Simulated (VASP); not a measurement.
A run of VASP 6.6.1 is set up as follows.

File INCAR:

```
ALGO = Normal
EDIFF = 1E-8
ENCUT = 520
GGA = PE
GGA_COMPAT = False
ISIF = 2
ISMEAR = -1
LASPH = True
LCHARG = False
LEFG = True
LREAL = False
LWAVE = False
NBANDS = 16
NELM = 120
PREC = Accurate
SIGMA = 0.02
```

KPOINTS

```
k-points
0
Gamma
  13 13 13
```

POSCAR

```
GaN
1.0
    0.0000000000      2.0187201121      2.0187201121
    2.0187201121      0.0000000000      2.0187201121
    2.0187201121      2.0187201121      0.0000000000
Ga N
1 1
Direct
    0.5000000000      0.5000000000      0.5000000000
    0.0000000000      0.0000000000      0.0000000000
```

Potentials or basis: VASP PAW PBE potentials, release 64 (Ga_d, N).

Command:

```console
$ cat potpaw_PBE.64/Ga_d/POTCAR potpaw_PBE.64/N/POTCAR > POTCAR
$ mpirun -np 1 vasp_std > vasp.out
```

(1) Predict the pressure.

(2) Predict the band gap on the k mesh.

Answers

(1) 52.3 GPa.

(2) 1.63 eV, indirect (least direct gap 4.62 eV).

Caveat: without QUAD_EFG the Cq values of the log hold for a quadrupole moment of 1 mb, not for the nuclei.
